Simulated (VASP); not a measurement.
# Al in VASP: notebook, part 2 of 2

VASP 6.6.1.

### Step 4. Single point, LDA

INCAR reads:

```
PREC     = Accurate       # precision mode
ENCUT    = 520            # plane-wave cutoff, eV
EDIFF    = 1E-7           # SCF threshold, eV
ISMEAR   = -1             # smearing method
SIGMA    = 0.08           # smearing width, eV
LREAL    = F              # projectors in reciprocal space
LASPH    = T              # aspherical terms in the spheres
NELM     = 60             # most SCF steps
ALGO     = Normal         # electronic algorithm
ISIF     = 2              # what is computed and relaxed
LWAVE    = F              # write WAVECAR
LCHARG   = T              # write CHGCAR
LDIPOL   = T            
IDIPOL   = 3            
DIPOL    = 0.5 0.5 0.500
LELF     = T              # ELF
LVHAR    = T            
LVACPOTAV= T            
NBANDS   = 16             # bands
```

KPOINTS reads:

```
regular mesh
0
Gamma
  14 14 1
```

POSCAR reads:

```
Al
1.0
    2.8168288156      0.0000000000      0.0000000000
    0.0000000000      2.8168288156      0.0000000000
    0.0000000000      0.0000000000     23.9672000000
Al
5
Direct
    0.0000000000      0.0000000000      0.3311100831
    0.5000000000      0.5000000000      0.4153402534
    0.0000000000      0.0000000000      0.4999999926
    0.5000000000      0.5000000000      0.5846597345
    0.0000000000      0.0000000000      0.6688899364
```

Potentials or basis: VASP PAW LDA potentials, release 64 (Al).

The run is started by

```console
$ cat potpaw_LDA.64/Al/POTCAR > POTCAR
$ mpirun -np 1 vasp_std > vasp.out
```

OUTCAR:

```text
PREC = Accurate
   ENCUT = 520
   EDIFF = 1E-7
   ISMEAR = -1
   LREAL = F
   LASPH = T
   NELM = 60
   ISIF = 2

 ion  position               nearest neighbor table
   1  0.000  0.000  0.331-   2 2.84   2 2.84   2 2.84   2 2.84
   2  0.500  0.500  0.415-   1 2.84   1 2.84   1 2.84   1 2.84   3 2.84   3 2.84   3 2.84   3 2.84

   3  0.000  0.000  0.500-   2 2.84   2 2.84   2 2.84   2 2.84   4 2.84   4 2.84   4 2.84   4 2.84

   4  0.500  0.500  0.585-   5 2.84   5 2.84   5 2.84   5 2.84   3 2.84   3 2.84   3 2.84   3 2.84

   5  0.000  0.000  0.669-   4 2.84   4 2.84   4 2.84   4 2.84

  LATTYP: Found a simple tetragonal cell.
 ALAT       =     2.8168288156
 C/A-ratio  =     8.5085752699

  Lattice vectors:

 A1 = (   2.8168288156,   0.0000000000,   0.0000000000)
 A2 = (   0.0000000000,   2.8168288156,   0.0000000000)
 A3 = (   0.0000000000,   0.0000000000,  23.9672000000)

Analysis of symmetry for initial positions (statically):
=====================================================================
 Subroutine PRICEL returns:
 Original cell was already a primitive cell.

 Routine SETGRP: Setting up the symmetry group for a
 simple tetragonal supercell.

 Subroutine GETGRP returns: Found 16 space group operations
 (whereof 16 operations were pure point group operations)
 out of a pool of 16 trial point group operations.

The static configuration has the point symmetry D_4h.

Analysis of symmetry for dynamics (positions and initial velocities):
=====================================================================
 Subroutine PRICEL returns:
 Original cell was already a primitive cell.

 Routine SETGRP: Setting up the symmetry group for a
 simple tetragonal supercell.

 Subroutine GETGRP returns: Found 16 space group operations
 (whereof 16 operations were pure point group operations)
 out of a pool of 16 trial point group operations.

The dynamic configuration has the point symmetry D_4h.

 Subroutine INISYM returns: Found 16 space group operations
 (whereof 16 operations are pure point group operations),
 and found     1 'primitive' translations

----------------------------------------------------------------------------------------

                                     Primitive cell

  volume of cell :     190.1683

  direct lattice vectors                    reciprocal lattice vectors
     2.816828816  0.000000000  0.000000000     0.355009149  0.000000000  0.000000000
     0.000000000  2.816828816  0.000000000     0.000000000  0.355009149  0.000000000
     0.000000000  0.000000000 23.967200000     0.000000000  0.000000000  0.041723689

  length of vectors
     2.816828816  2.816828816 23.967200000     0.355009149  0.355009149  0.041723689

  position of ions in fractional coordinates (direct lattice)
     0.000000000  0.000000000  0.331110083
     0.500000000  0.500000000  0.415340253
     0.000000000  0.000000000  0.499999993
     0.500000000  0.500000000  0.584659735
     0.000000000  0.000000000  0.668889936

  ion indices of the primitive-cell ions
   primitive index   ion index
                 1           1
                 2           2
                 3           3
                 4           4
                 5           5

[... 52 lines left out ...]
 [... further k-points ...]
   k-points           NKPTS =     36   k-points in BZ     NKDIM =     36   number of bands    NBANDS=     16
   number of dos      NEDOS =    301   number of ions     NIONS =      5
   total plane-waves  NPLWV = 103680
   dimension x,y,z NGX =    24 NGY =   24 NGZ =  180
   dimension x,y,z NGXF=    48 NGYF=   48 NGZF=  360
   ions per type =               5
   NGX,Y,Z   is equivalent  to a cutoff of  14.16, 14.16, 12.49 a.u.
   NGXF,Y,Z  is equivalent  to a cutoff of  28.33, 28.33, 24.97 a.u.
 SYSTEM =  unknown system
   PREC   = accura    normal or accurate (medium, high low for compatibility)
   ISTART =      0    job   : 0-new  1-cont  2-samecut
   ICHARG =      2    charge: 1-file 2-atom 10-const
   ISPIN  =      1    spin polarized calculation?
   LNONCOLLINEAR =      F non collinear calculations
   LSORBIT =      F    spin-orbit coupling
   LASPH  =      T    aspherical Exc in radial PAW
   ENCUT  =  520.0 eV  38.22 Ry    6.18 a.u.   5.24  5.24 44.56*2*pi/ulx,y,z
   NELM   =     60;   NELMIN=  2; NELMDL= -5     # of ELM steps
   EDIFF  = 0.1E-06   stopping-criterion for ELM
   LREAL  =      F    real-space projection
   EDIFFG = 0.1E-05   stopping-criterion for IOM
   NSW    =      0    number of steps for IOM
   IBRION =     -1    ionic relax: 0-MD 1-quasi-New 2-CG
   NFREE  =      0    steps in history (QN), initial steepest desc. (CG)
   ISIF   =      2    stress and relaxation
   ISYM   =      2    0-nonsym 1-usesym 2-fastsym
   POTIM  = 0.5000    time-step for ionic-motion
   TEBEG  =    0.0;   TEEND  =   0.0 temperature during run
   PSTRESS=    0.0 pullay stress
   NELECT =      15.0000    total number of electrons
   NUPDOWN=      -1.0000    fix difference up-down
   EMIN   =  10.00;   EMAX   =-10.00  energy-range for DOS
   EFERMI =   0.00;   METHOD = LEGACY
   ISMEAR =    -1;   SIGMA  =   0.08  broadening in eV -4-tet -1-fermi 0-gaus
   EFERMI_NEDOS =   21; number of points for ismear=-14 and -15
   IALGO  =     38    algorithm
   IMIX   =      4    mixing-type and parameters
     AMIX     =   0.40;   BMIX     =  1.00
     AMIX_MAG =   1.60;   BMIX_MAG =  1.00
  volume/ion in A,a.u.               =      38.03       256.66
  Fermi-wavevector in a.u.,A,eV,Ry     =   0.702090  1.326757  6.706716  0.492930
  Thomas-Fermi vector in A             =   1.786694
   LORBIT       =      0    0 simple, 1 ext, 2 COOP (PROOUT), +10 PAW based schemes
   GGA     = CA    functional components
   LHFCALC =     F    Hartree Fock is set to
   AEXX    =    0.0000 exact exchange contribution
   IVDW    =     0    specifies the selected vdW correction
   LEPSILON=     F    determine dielectric tensor
   LRPA    =     F    only Hartree local field effects (RPA)
 non-spin polarized calculation
  energy-cutoff  :      520.00
  volume of cell :      190.17
 maximum number of plane-waves:      5185
 NGX is ok and might be reduce to    24
   NGX = 11   NGY = 11   NGZ = 89

 dipolmoment           0.000000      0.000000     -0.000000 electrons x Angstroem

 number of electron      15.0000000 magnetization

 dipolmoment           0.000000      0.000000      0.000000 electrons x Angstroem

 Free energy of the ion-electron system (eV)
  ---------------------------------------------------
  ext. energy  EPLUGINS =         0.00000000
  ---------------------------------------------------
  free energy    TOTEN  =       -19.89857469 eV

  energy without entropy =      -19.84758720  energy(sigma->0) =      -19.87308094

 E-fermi :   0.8896     XC(G=0):  -5.2511

 val. band max:        0.8879111276   @ k =   0.4286   0.3571   0.0000
 cond. band min:       0.8953524478   @ k =   0.4286   0.2143   0.0000
 fundamental gap:      0.0074413202
 Fermi energy:         0.8896236582

 k-point     1 :       0.0000    0.0000    0.0000
  band No.  band energies     occupation
      1     -10.0653      2.00000
      2      -9.1407      2.00000
      3      -7.6489      2.00000
      4      -5.6653      2.00000
      5      -3.2078      2.00000
      6      -1.3305      2.00000
[... 433 lines left out ...]
      3      -4.5113      2.00000
      4      -2.5621      2.00000
      5      -1.8309      2.00000
      6      -0.9455      2.00000
[... 8 lines left out ...]
     15       5.7458      0.00000
     16       6.5291      0.00000

 [... further k-points ...]

------------------------ aborting loop because EDIFF is reached ----------------------------------------

  FORCE on cell =-STRESS in cart. coord.  units (eV):
  Direction    XX          YY          ZZ          XY          YZ          ZX
  --------------------------------------------------------------------------------------
  -------------------------------------------------------------------------------------
  Total       -2.1214033     -2.1214033      0.0252288      0.0000000     -0.0000000      0.0000000
  in kB      -17.8729244    -17.8729244      0.2125535      0.0000000     -0.0000000      0.0000000
  external PRESSURE =     -11.8444318 kB  Pullay stress =       0.0000000 kB

 VOLUME and BASIS-vectors are now :
 -----------------------------------------------------------------------------
  energy-cutoff  :      520.00
  volume of cell :      190.17
      direct lattice vectors                 reciprocal lattice vectors
     2.816828816  0.000000000  0.000000000     0.355009149  0.000000000  0.000000000
     0.000000000  2.816828816  0.000000000     0.000000000  0.355009149  0.000000000
     0.000000000  0.000000000 23.967200000     0.000000000  0.000000000  0.041723689

 POSITION                                       TOTAL-FORCE (eV/Angst)
 -----------------------------------------------------------------------------------
      0.00000      0.00000      7.93578        -0.000000     -0.000000     -0.005783
      1.40841      1.40841      9.95454         0.000000     -0.000000      0.004469
      0.00000      0.00000     11.98360         0.000000      0.000000     -0.000000
      1.40841      1.40841     14.01266         0.000000     -0.000000     -0.004469
      0.00000      0.00000     16.03142         0.000000      0.000000      0.005783
 -----------------------------------------------------------------------------------
    total drift:                                0.000000      0.000000      0.000000

  FREE ENERGIE OF THE ION-ELECTRON SYSTEM (eV)
  ---------------------------------------------------
  free  energy   TOTEN  =       -19.8985746904 eV

  energy  without entropy=      -19.8475871956  energy(sigma->0) =      -19.87308094

 vacuum level on the upper side and lower side of the slab         5.337         5.337
```

Run time: 5 min. Hardware: 1 thread of Intel Xeon 8259CL, shared host; peak memory 0.27 GiB.

Results:

```yaml
Free_energy: -19.8986 eV
Largest_force: 0.006 eV/Å
Band_gap_on_the_k_mesh: zero (an odd number of electrons rules out a gap without spin polarisation)
```

Forces in eV/Å, atoms in the order of the input:
```
Al   0.000  0.000 -0.006
Al   0.000  0.000  0.004
Al   0.000  0.000  0.000
Al   0.000  0.000 -0.004
Al   0.000  0.000  0.006
```

Levels at points of the mesh, in eV from the Fermi level:
```csv
k point,band 5,band 6,band 7,band 8,band 9,band 10,band 11,band 12
"(0.00, 0.00, 0.00)",-4.10,-2.22,0.85,2.98,4.06,5.08,5.11,5.75
"(0.50, 0.00, 0.00)",-4.05,-4.02,-2.24,-1.95,0.02,0.71,1.74,2.56
"(0.50, 0.50, 0.00)",-1.23,-1.14,-0.48,-0.35,-0.35,-0.01,1.02,1.46
```
